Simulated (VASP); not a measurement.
# Ir (P6_3/mmc) in VASP: further runs

Ir is run at these levels: r2SCAN; tasks: single point, relaxation of cell and atoms.

Everything below comes from runs of VASP 6.6.1. Logs are shortened: lines on timing, memory, paths and dates and some standing lists are left out, and cuts for length are marked.

### 1 The cell of the first run

The structure is hexagonal, space group P6_3/mmc (No. 194). The conventional cell has a = 4.286 Å, b = 4.286 Å, c = 4.715 Å, α = 90.00°, β = 90.00°, γ = 120.00°. Within 3.1 Å of Ir (site symmetry -6m2) lie 5 Ir at 2.36 to 2.47 Å. Ir (site symmetry -6m2) has 3 Ir at 2.47 Å within 3.3 Å.

### 2 Single point, r2SCAN

The input, POSCAR:

```
Ir
1.0
    4.2862517507      0.0000000000      0.0000000000
   -2.1431258753      3.7120029031      0.0000000000
    0.0000000000      0.0000000000      4.7154027617
Ir
4
Direct
    0.0000000000      0.0000000000      0.2500000000
    0.0000000000      0.0000000000      0.7500000000
    0.3333333333      0.6666666667      0.7500000000
    0.6666666667      0.3333333333      0.2500000000
```

The input, INCAR.step1:

```
PREC = Accurate
ENCUT = 520
ISMEAR = 0
SIGMA = 0.1
LREAL = F
LASPH = T
NELM = 60
NBANDS = 26
GGA = PE
ALGO = Normal
EDIFF = 1E-4
LWAVE = T
LCHARG = F
```

The input, INCAR.step2:

```
PREC = Accurate
ENCUT = 520
EDIFF = 1E-6
ISMEAR = 0
SIGMA = 0.1
LREAL = F
LASPH = T
NELM = 60
ALGO = Normal
ISIF = 2
LWAVE = F
LCHARG = T
METAGGA = R2SCAN
LMIXTAU = T
LELF = T
LVHAR = T
NBANDS = 26
ISTART = 1
```

The input, KPOINTS:

```
regular mesh
0
Gamma
  6 6 2
```

Potentials or basis: VASP PAW PBE potentials, release 64 (Ir).

The run is started by

```
cat potpaw_PBE.64/Ir/POTCAR > POTCAR
cp INCAR.step1 INCAR
mpirun -np 1 vasp_std > vasp.out
cp INCAR.step2 INCAR
mpirun -np 1 vasp_std > vasp.out
```

OUTCAR:

```text
PREC = Accurate
   ENCUT = 520
   EDIFF = 1E-6
   ISMEAR = 0
   LREAL = F
   LASPH = T
   NELM = 60
   ISIF = 2
   METAGGA = R2SCAN
   ISTART = 1

 ion  position               nearest neighbor table
   1  0.000  0.000  0.250-   2 2.36   2 2.36   4 2.47   4 2.47   4 2.47
   2  0.000  0.000  0.750-   1 2.36   1 2.36   3 2.47   3 2.47   3 2.47
   3  0.333  0.667  0.750-   2 2.47   2 2.47   2 2.47
   4  0.667  0.333  0.250-   1 2.47   1 2.47   1 2.47

  LATTYP: Found a hexagonal cell.
 ALAT       =     4.2862517507
 C/A-ratio  =     1.1001226797

  Lattice vectors:

 A1 = (   4.2862517507,   0.0000000000,   0.0000000000)
 A2 = (  -2.1431258753,   3.7120029031,   0.0000000000)
 A3 = (   0.0000000000,   0.0000000000,   4.7154027617)

Analysis of symmetry for initial positions (statically):
=====================================================================
 Subroutine PRICEL returns:
 Original cell was already a primitive cell.

 Routine SETGRP: Setting up the symmetry group for a
 hexagonal supercell.

 Subroutine GETGRP returns: Found 24 space group operations
 (whereof 12 operations were pure point group operations)
 out of a pool of 24 trial point group operations.

The static configuration has the point symmetry D_3d.
 The point group associated with its full space group is D_6h.

Analysis of symmetry for dynamics (positions and initial velocities):
=====================================================================
 Subroutine PRICEL returns:
 Original cell was already a primitive cell.

 Routine SETGRP: Setting up the symmetry group for a
 hexagonal supercell.

 Subroutine GETGRP returns: Found 24 space group operations
 (whereof 12 operations were pure point group operations)
 out of a pool of 24 trial point group operations.

The dynamic configuration has the point symmetry D_3d.
 The point group associated with its full space group is D_6h.

 Subroutine INISYM returns: Found 24 space group operations
 (whereof 12 operations are pure point group operations),
 and found     1 'primitive' translations

----------------------------------------------------------------------------------------

                                     Primitive cell

  volume of cell :      75.0248

  direct lattice vectors                    reciprocal lattice vectors
     4.286251751  0.000000000  0.000000000     0.233304075  0.134698171  0.000000000
    -2.143125875  3.712002903  0.000000000     0.000000000  0.269396341  0.000000000
     0.000000000  0.000000000  4.715402762     0.000000000  0.000000000  0.212070962

  length of vectors
     4.286251751  4.286251751  4.715402762     0.269396341  0.269396341  0.212070962

  position of ions in fractional coordinates (direct lattice)
     0.000000000  0.000000000  0.250000000
     0.000000000  0.000000000  0.750000000
     0.333333333  0.666666667  0.750000000
     0.666666667  0.333333333  0.250000000

  ion indices of the primitive-cell ions
   primitive index   ion index
                 1           1
                 2           2
                 3           3
                 4           4

----------------------------------------------------------------------------------------

 KPOINTS: regular mesh

Automatic generation of k-mesh.
 Grid dimensions read from file:
 generate k-points for:    6    6    2

 Generating k-lattice:

  Cartesian coordinates                     Fractional coordinates (reciprocal lattice)
     0.038884013  0.022449695  0.000000000     0.166666667  0.000000000  0.000000000
     0.000000000  0.044899390  0.000000000     0.000000000  0.166666667  0.000000000
     0.000000000  0.000000000  0.106035481     0.000000000  0.000000000  0.500000000

  Length of vectors
     0.044899390  0.044899390  0.106035481

  Shift w.r.t. Gamma in fractional coordinates (k-lattice)
     0.000000000  0.000000000  0.000000000

 Subroutine IBZKPT returns following result:
 ===========================================

 Found     14 irreducible k-points:

 Following reciprocal coordinates:
            Coordinates               Weight
  0.000000  0.000000  0.000000      1.000000
  0.166667  0.000000  0.000000      6.000000
  0.333333 -0.000000  0.000000      6.000000
  0.500000  0.000000  0.000000      3.000000
  0.166667  0.166667  0.000000      6.000000
  0.333333  0.166667  0.000000     12.000000
  0.333333  0.333333  0.000000      2.000000
  0.000000  0.000000  0.500000      1.000000
  0.166667  0.000000  0.500000      6.000000
  0.333333 -0.000000  0.500000      6.000000
  0.500000  0.000000  0.500000      3.000000
  0.166667  0.166667  0.500000      6.000000
  0.333333  0.166667  0.500000     12.000000
  0.333333  0.333333  0.500000      2.000000
   k-points           NKPTS =     14   k-points in BZ     NKDIM =     14   number of bands    NBANDS=     26
   number of dos      NEDOS =    301   number of ions     NIONS =      4
   total plane-waves  NPLWV =  36864
   dimension x,y,z NGX =    32 NGY =   32 NGZ =   36
   dimension x,y,z NGXF=    64 NGYF=   64 NGZF=   72
   ions per type =               4
   NGX,Y,Z   is equivalent  to a cutoff of  12.41, 12.41, 12.69 a.u.
   NGXF,Y,Z  is equivalent  to a cutoff of  24.82, 24.82, 25.38 a.u.
 SYSTEM =  unknown system
   PREC   = accura    normal or accurate (medium, high low for compatibility)
   ISTART =      1    job   : 0-new  1-cont  2-samecut
   ICHARG =      0    charge: 1-file 2-atom 10-const
   ISPIN  =      1    spin polarized calculation?
   LNONCOLLINEAR =      F non collinear calculations
   LSORBIT =      F    spin-orbit coupling
   LASPH  =      T    aspherical Exc in radial PAW
   ENCUT  =  520.0 eV  38.22 Ry    6.18 a.u.   7.97  7.97  8.77*2*pi/ulx,y,z
   NELM   =     60;   NELMIN=  2; NELMDL=  0     # of ELM steps
   EDIFF  = 0.1E-05   stopping-criterion for ELM
   LREAL  =      F    real-space projection
   EDIFFG = 0.1E-04   stopping-criterion for IOM
   NSW    =      0    number of steps for IOM
   IBRION =     -1    ionic relax: 0-MD 1-quasi-New 2-CG
   NFREE  =      0    steps in history (QN), initial steepest desc. (CG)
   ISIF   =      2    stress and relaxation
   ISYM   =      2    0-nonsym 1-usesym 2-fastsym
   POTIM  = 0.5000    time-step for ionic-motion
   TEBEG  =    0.0;   TEEND  =   0.0 temperature during run
   PSTRESS=    0.0 pullay stress
   NELECT =      36.0000    total number of electrons
   NUPDOWN=      -1.0000    fix difference up-down
   EMIN   =  10.00;   EMAX   =-10.00  energy-range for DOS
   EFERMI =   0.00;   METHOD = LEGACY
   ISMEAR =     0;   SIGMA  =   0.10  broadening in eV -4-tet -1-fermi 0-gaus
   EFERMI_NEDOS =   21; number of points for ismear=-14 and -15
   IALGO  =     38    algorithm
   IMIX   =      4    mixing-type and parameters
     AMIX     =   0.40;   BMIX     =  1.00
     AMIX_MAG =   1.60;   BMIX_MAG =  1.00
  volume/ion in A,a.u.               =      18.76       126.57
  Fermi-wavevector in a.u.,A,eV,Ry     =   1.281664  2.421993 22.349770  1.642662
  Thomas-Fermi vector in A             =   2.414020
   LORBIT       =      0    0 simple, 1 ext, 2 COOP (PROOUT), +10 PAW based schemes
   METAGGA = R2SCAN    functional components
   LHFCALC =     F    Hartree Fock is set to
   AEXX    =    0.0000 exact exchange contribution
   IVDW    =     0    specifies the selected vdW correction
   LEPSILON=     F    determine dielectric tensor
   LRPA    =     F    only Hartree local field effects (RPA)
 non-spin polarized calculation
 Gauss-broadening in eV      SIGMA  =   0.10
  energy-cutoff  :      520.00
  volume of cell :       75.02
 maximum number of plane-waves:      2036
 NGX is ok and might be reduce to    32
   NGX = 15   NGY = 15   NGZ = 17

 number of electron      36.0000000 magnetization

 Free energy of the ion-electron system (eV)
  ---------------------------------------------------
  ext. energy  EPLUGINS =         0.00000000
  ---------------------------------------------------
  free energy    TOTEN  =      -203.79061184 eV

  energy without entropy =     -203.74506519  energy(sigma->0) =     -203.76783852

 E-fermi :   6.2083     XC(G=0): -13.0153

 val. band max:        6.2043220212   @ k =   0.1667   0.1667   0.0000
 cond. band min:       6.2851710593   @ k =   0.3333  -0.0000   0.5000
 fundamental gap:      0.0808490382
 Fermi energy:         6.2083121287

 k-point     1 :       0.0000    0.0000    0.0000
  band No.  band energies     occupation
      1      -2.8150      2.00000
      2      -0.8963      2.00000
      3       0.3286      2.00000
      4       0.3286      2.00000
      5       0.6617      2.00000
      6       2.2676      2.00000
[... 18 lines left out ...]
     25      13.7392      0.00000
     26      15.6794      0.00000

 k-point     2 :       0.1667    0.0000    0.0000
  band No.  band energies     occupation
      1      -2.5060      2.00000
      2      -0.7848      2.00000
      3       0.1728      2.00000
      4       0.2533      2.00000
      5       0.8765      2.00000
      6       1.5884      2.00000
[... 18 lines left out ...]
     25      12.6833      0.00000
     26      15.4626      0.00000

 k-point     3 :       0.3333   -0.0000    0.0000
  band No.  band energies     occupation
      1      -1.8969      2.00000
      2      -0.2539      2.00000
      3      -0.0891      2.00000
      4       0.1717      2.00000
      5       0.5052      2.00000
      6       1.3594      2.00000
[... 18 lines left out ...]
     25      11.5217      0.00000
     26      15.4128      0.00000

 k-point     4 :       0.5000    0.0000    0.0000
  band No.  band energies     occupation
      1      -1.6560      2.00000
      2      -0.2027      2.00000
      3       0.1618      2.00000
      4       0.1847      2.00000
      5       0.6424      2.00000
      6       1.1964      2.00000
[... 18 lines left out ...]
     25      12.5749      0.00000
     26      13.9503      0.00000

 k-point     5 :       0.1667    0.1667    0.0000
  band No.  band energies     occupation
      1      -2.0450      2.00000
      2      -0.4663      2.00000
      3       0.0052      2.00000
      4       0.1488      2.00000
      5       0.7114      2.00000
      6       1.0837      2.00000
[... 18 lines left out ...]
     25      12.6599      0.00000
     26      15.3399      0.00000

 k-point     6 :       0.3333    0.1667    0.0000
  band No.  band energies     occupation
      1      -1.6719      2.00000
      2      -0.1350      2.00000
      3       0.0895      2.00000
      4       0.1880      2.00000
      5       0.3375      2.00000
      6       0.6506      2.00000
[... 18 lines left out ...]
     25      12.0932      0.00000
     26      14.1803      0.00000

 k-point     7 :       0.3333    0.3333    0.0000
  band No.  band energies     occupation
      1      -1.5917      2.00000
      2      -0.0500      2.00000
      3      -0.0500      2.00000
      4       0.1079      2.00000
      5       0.1079      2.00000
      6       0.8838      2.00000
[... 18 lines left out ...]
     25      12.7398      0.00000
     26      12.9754      0.00000

 k-point     8 :       0.0000    0.0000    0.5000
  band No.  band energies     occupation
      1      -0.7802      2.00000
      2      -0.7802      2.00000
      3       1.7141      2.00000
      4       1.7141      2.00000
      5       1.7141      2.00000
      6       1.7141      2.00000
[... 18 lines left out ...]
     25      15.8395      0.00000
     26      15.8395      0.00000

 k-point     9 :       0.1667    0.0000    0.5000
  band No.  band energies     occupation
      1      -0.4882      2.00000
      2      -0.4882      2.00000
      3       1.6165      2.00000
      4       1.6165      2.00000
      5       1.6682      2.00000
      6       1.6682      2.00000
[... 18 lines left out ...]
     25      14.8247      0.00000
     26      14.8452      0.00000

 k-point    10 :       0.3333   -0.0000    0.5000
  band No.  band energies     occupation
      1       0.1593      2.00000
      2       0.1593      2.00000
      3       1.2093      2.00000
      4       1.2093      2.00000
      5       1.5851      2.00000
      6       1.5851      2.00000
[... 18 lines left out ...]
     25      13.1043      0.00000
     26      13.1043      0.00000

 k-point    11 :       0.5000    0.0000    0.5000
  band No.  band energies     occupation
      1       0.5427      2.00000
      2       0.5427      2.00000
      3       0.8876      2.00000
      4       0.8876      2.00000
      5       1.5518      2.00000
      6       1.5518      2.00000
[... 18 lines left out ...]
     25      12.2722      0.00000
     26      12.2722      0.00000

 k-point    12 :       0.1667    0.1667    0.5000
  band No.  band energies     occupation
      1      -0.0164      2.00000
      2      -0.0164      2.00000
      3       1.2209      2.00000
      4       1.2209      2.00000
      5       1.7333      2.00000
      6       1.7333      2.00000
[... 18 lines left out ...]
     25      12.2097      0.00000
     26      12.2097      0.00000

 k-point    13 :       0.3333    0.1667    0.5000
  band No.  band energies     occupation
      1       0.4789      2.00000
      2       0.4789      2.00000
      3       0.7681      2.00000
      4       0.7681      2.00000
      5       1.5552      2.00000
      6       1.5552      2.00000
[... 18 lines left out ...]
     25      10.5453      0.00000
     26      10.5453      0.00000

 k-point    14 :       0.3333    0.3333    0.5000
  band No.  band energies     occupation
      1       0.5222      2.00000
      2       0.5222      2.00000
      3       0.6214      2.00000
      4       0.6214      2.00000
      5       1.4377      2.00000
      6       1.4377      2.00000
[... 18 lines left out ...]
     25       8.3271      0.00000
     26       8.3271      0.00000

------------------------ aborting loop because EDIFF is reached ----------------------------------------

  FORCE on cell =-STRESS in cart. coord.  units (eV):
  Direction    XX          YY          ZZ          XY          YZ          ZX
  --------------------------------------------------------------------------------------
  -------------------------------------------------------------------------------------
  Total        0.5015000      0.5015000      0.3621507      0.0000000     -0.0000000      0.0000000
  in kB       10.7096856     10.7096856      7.7338387      0.0000000     -0.0000000      0.0000000
  external PRESSURE =       9.7177366 kB  Pullay stress =       0.0000000 kB

 VOLUME and BASIS-vectors are now :
 -----------------------------------------------------------------------------
  energy-cutoff  :      520.00
  volume of cell :       75.02
      direct lattice vectors                 reciprocal lattice vectors
     4.286251751  0.000000000  0.000000000     0.233304075  0.134698171  0.000000000
    -2.143125875  3.712002903  0.000000000     0.000000000  0.269396341  0.000000000
     0.000000000  0.000000000  4.715402762     0.000000000  0.000000000  0.212070962

 POSITION                                       TOTAL-FORCE (eV/Angst)
 -----------------------------------------------------------------------------------
      0.00000      0.00000      1.17885        -0.000000      0.000000      0.000000
      0.00000      0.00000      3.53655         0.000000     -0.000000      0.000000
     -0.00000      2.47467      3.53655        -0.000000     -0.000000     -0.000000
      2.14313      1.23733      1.17885         0.000000     -0.000000      0.000000
 -----------------------------------------------------------------------------------
    total drift:                               -0.000000      0.000000     -0.000000

  FREE ENERGIE OF THE ION-ELECTRON SYSTEM (eV)
  ---------------------------------------------------
  free  energy   TOTEN  =      -203.7906118447 eV

  energy  without entropy=     -203.7450651946  energy(sigma->0) =     -203.76783852
```

Wall time 51 s (1 thread of Intel Xeon 6975P-C (Granite Rapids), shared host); peak memory 0.19 GiB.

Results:

* Free energy: -203.7906 eV
* Pressure: 1.0 GPa
* Band gap on the k mesh: zero (band 18 reaches 6.74 eV, above the bottom of band 19 at 5.74 eV)

Caveat: the k points lie up to 0.67 Å⁻¹ apart; the PAW data sets were made with another functional, which shifts forces and pressure a little; spin-orbit coupling is left out, which moves the levels of the heavy elements.

### 3 Relaxation of cell and atoms, r2SCAN

This run uses another cell than the first one, of 15.31 Å³/atom, 0.816 times its volume.

The input, POSCAR:

```
Ir
1.0
    2.7989532549      0.0000000000      0.0000000000
   -1.3994766274      2.4239646228      0.0000000000
    0.0000000000      0.0000000000      9.0271766845
Ir
4
Direct
    0.0000000000      0.0000000000      0.0000000000
    0.0000000000      0.0000000000      0.5000000000
    0.3333333333      0.6666666667      0.7500000000
    0.6666666667      0.3333333333      0.2500000000
```

The input, INCAR.step1:

```
SYSTEM = Ir
PREC = Accurate
ENCUT = 600
ISMEAR = 0
SIGMA = 0.1
LREAL = .FALSE.
LASPH = .TRUE.
NELM = 100
GGA = PE
ALGO = Normal
EDIFF = 1E-4
LWAVE = .TRUE.
LCHARG = .FALSE.
```

The input, INCAR.step2:

```
SYSTEM = Ir
PREC = Accurate
ENCUT = 600
EDIFF = 1E-7
ISMEAR = 0
SIGMA = 0.1
LREAL = .FALSE.
LASPH = .TRUE.
NELM = 100
ALGO = Normal
ISIF = 3
LWAVE = .FALSE.
LCHARG = .FALSE.
METAGGA = R2SCAN
LMIXTAU = .TRUE.
IBRION = 2
NSW = 90
EDIFFG = -0.04
ISTART = 1
```

The input, KPOINTS:

```
Automatic mesh
0
G
  9 9 2
  0 0 0
```

Potentials or basis: VASP PAW PBE potentials, release 64 (Ir).

The run is started by

```
cat potpaw_PBE.64/Ir/POTCAR > POTCAR
cp INCAR.step1 INCAR
mpirun -np 1 vasp_std > vasp.out
cp INCAR.step2 INCAR
mpirun -np 1 vasp_std > vasp.out
```

Wall time 12 min (1 thread of Intel Xeon Platinum 8259CL at 2.50GHz (Skylake/Cascade Lake), shared host); peak memory 0.23 GiB.

It converged, with:

```yaml
Free_energy: -209.2996 eV
Relaxed_volume: 14.33 Å³/atom
Relaxed_cell: a = 2.734 Å, b = 2.734 Å, c = 8.855 Å, α = 90.00°, β = 90.00°, γ = 120.00°
Space_group_after_relaxing_to_0.05_Å: P6_3/mmc (No. 194)
Energy_gained_by_relaxing: 69.6 meV/atom
Ionic_steps: 7
Pressure_after_relaxing: 0.0 GPa
```

The path:
```tsv
step	energy change (eV)	largest force (eV/Å)	pressure (GPa)	volume (Å³)
1	0.0000	0.0000	-21.02	61.25
2	4.6461	0.0000	163.81	45.11
3	-0.2746	0.0000	-2.50	57.70
4	-0.2774	0.0000	-0.82	57.43
5	-0.2778	0.0000	0.03	57.30
6	-0.2779	0.0000	0.01	57.30
7	-0.2784	0.0000	0.01	57.30
```

Final structure:
```
Ir
1.0
     2.73354    0.00000    0.00000
    -1.36677    2.36732    0.00000
     0.00000    0.00000    8.85494
Ir
4
Direct
  0.00000 0.00000 0.00000
  0.00000 0.00000 0.50000
  0.33333 0.66667 0.75000
  0.66667 0.33333 0.25000
```

Levels at points of the mesh, in eV from the Fermi level:
```tsv
k point	band 16	band 17	band 18	band 19	band 20	band 21
(0.00, 0.00, 0.00)	-1.86	-1.86	-1.08	-1.08	-0.58	-0.32
(0.00, 0.00, 0.50)	-2.62	-1.42	-1.42	-1.42	-1.42	0.25
```

Caveat: the bands computed are all filled at some k points, so no gap is given; the PAW data sets were made with another functional, which shifts forces and pressure a little; spin-orbit coupling is left out, which moves the levels of the heavy elements.

(Continued in part 2 of 2.)
